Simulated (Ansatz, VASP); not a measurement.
# Two plane-wave programs on Ta

```
Ta
1.0
    -1.66999    1.66999    1.57313
     1.66999   -1.66999    1.57313
     1.66999    1.66999   -1.57313
Ta
1
Direct
  0.00000 0.00000 0.00000
```

Alike in both runs: task single point; functional PBE; k mesh 20 × 20 × 20; occupations gaussian, width 0.15 eV; no spin polarisation.

```csv
,VASP,Ansatz
version,VASP 6.6.1,Ansatz 0.2.0
potentials or method,"VASP PAW PBE potentials, release 64 (Ta_pv), cutoff 520 eV","scalar-relativistic, plane waves, PAW"
valence electrons in the cell,11,13
```

```csv
,VASP,Ansatz,Ansatz less VASP
gap on the k mesh at the Fermi level (eV),none,none,-
pressure (GPa),9.3,9.1,-0.15
"traceless stress, the component that is largest in VASP (GPa)",4.49,4.49,+0.004
```

A gap of «none» marks a metal or a gap that the smearing closes. VASP's potentials hold 11 valence electrons a cell and Ansatz's 13, so a difference there can come from the potentials and not from the codes.

Neither program's run includes spin-orbit coupling.
